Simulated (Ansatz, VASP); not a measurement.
TaN: VASP beside Ansatz

```
Ta N
1.0
     0.00000    2.19648    2.19648
     2.19648    0.00000    2.19648
     2.19648    2.19648    0.00000
Ta N
1 1
Direct
  0.50000 0.50000 0.50000
  0.00000 0.00000 0.00000
```

Change from the starting cell: volume scaled by 0.98.

Alike in both runs: task single point; functional PBEsol; k mesh 10 × 10 × 10; occupations fermi-dirac, width 0.05 eV; no spin polarisation.

|  | VASP | Ansatz |
| --- | --- | --- |
| version | VASP 6.6.1 | Ansatz 0.2.0 |
| potentials or method | VASP PAW PBE potentials, release 64 (Ta_pv, N), cutoff 520 eV | all-electron LAPW, scalar-relativistic |

```tsv
	VASP	Ansatz	Ansatz less VASP
gap on the k mesh at the Fermi level (eV)	none	none	-
pressure (GPa)	-3.3	-4.2	-0.91
```

VASP's potentials were made for PBE, not for PBEsol. A gap of «none» marks a metal or a gap that the smearing closes. Ansatz ran all-electron here, and VASP with PAW potentials.

Spin-orbit coupling is off throughout.
